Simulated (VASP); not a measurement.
SrTiC2:

```
Sr Ti C
1.0
     3.91559    0.00000    0.00000
    -1.95779    3.39100    0.00000
     0.00000    0.00000    5.94063
Sr Ti C
1 1 2
Direct
  0.00000 0.00000 0.50000
  0.00000 0.00000 0.00000
  0.33333 0.66667 0.00000
  0.66667 0.33333 0.00000
```

The cell was generated, and may not be a known phase.

- Program: VASP 6.6.1
- Task: relaxation of cell and atoms
- Functional: PBE
- Potentials or basis: VASP PAW PBE potentials, release 64 (Sr_sv, Ti_sv, C)
- Cutoff: 600 eV
- k mesh: 6 × 6 × 4
- Occupations: gaussian, width 0.1 eV
- Spin: no spin polarisation

At the start: pressure -4.6 GPa; volume 19.72 Å³/atom.

**Question.** Where does the relaxation end?

**Answer.** Over 6 steps the energy falls by 33.6 meV/atom and the volume is 19.04 Å³/atom (-3.4 %); space group P6/mmm (No. 191, to 0.1 Å) before and after.

Step by step:
```
step  energy change (eV)  largest force (eV/Å)  pressure (GPa)  volume (Å³)
   1              0.0000                0.0000           -4.59        78.88
   2             -0.1054                0.0000            3.12        72.54
   3             -0.1278                0.0000            0.59        74.28
   4             -0.1278                0.0000            0.48        74.37
   5             -0.1320                0.0000            0.28        74.93
   6             -0.1343                0.0000           -0.09        76.17
```

Final structure:
```xyz
4
Lattice="3.7912 0.0000 0.0000 -1.8956 3.2833 0.0000 0.0000 0.0000 6.1191" Properties=species:S:1:pos:R:3 pbc="T T T"
Sr    0.0000    0.0000    3.0595
Ti    0.0000    0.0000    0.0000
C     0.0000    2.1889    6.1191
C     1.8956    1.0944    0.0000
```
